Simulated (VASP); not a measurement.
Input of a VASP 6.6.1 run:

INCAR

```
SYSTEM = RbCl
  PREC = Accurate
  ENCUT = 500
  EDIFF = 1E-7
  ISMEAR = 0
  SIGMA = 0.02
  LREAL = .FALSE.
  LASPH = .TRUE.
  NELM = 120
  ALGO = Normal
  ISIF = 3
  LWAVE = .FALSE.
  LCHARG = .FALSE.
  GGA = PE
  IBRION = 2
  NSW = 100
  EDIFFG = -0.005
  GGA_COMPAT = .FALSE.
  NELMIN = 4
```

The input KPOINTS:

```
Automatic mesh
0
G
  6 6 2
  0 0 0
```

The input POSCAR:

```
RbCl
1.0
    4.6301350000      0.0000000000      0.0000000000
   -2.3150680000      4.0098150000      0.0000000000
    0.0000000000      0.0000000000     11.3414690000
Rb Cl
3 3
Direct
    0.0000000000      0.0000000000      0.0000000000
    0.3333333300      0.6666666700      0.3333333300
    0.6666666700      0.3333333300      0.6666666700
    0.6666666700      0.3333333300      0.1666666700
    0.0000000000      0.0000000000      0.5000000000
    0.3333333300      0.6666666700      0.8333333300
```

Potentials or basis: VASP PAW PBE potentials, release 64 (Rb_sv, Cl).

Command:

```bash
$ cat potpaw_PBE.64/Rb_sv/POTCAR potpaw_PBE.64/Cl/POTCAR > POTCAR
$ mpirun -np 1 vasp_std > vasp.out
```

**Question.** Predict the space group after relaxing (to 0.1 Å).

**Answer.** Fm-3m (No. 225).

**Question.** Predict the relaxed volume.

**Answer.** 37.54 Å³/atom.

**Question.** What does it give for the band gap on the k mesh?

**Answer.** 4.84 eV.

The path:
```csv
step,energy change (eV),largest force (eV/Å),pressure (GPa),volume (Å³)
1,0.0000,0.0000,1.15,210.57
2,-0.0392,0.0000,0.48,218.35
3,-0.0493,0.0000,-0.04,225.84
4,-0.0493,0.0000,0.00,225.25
```
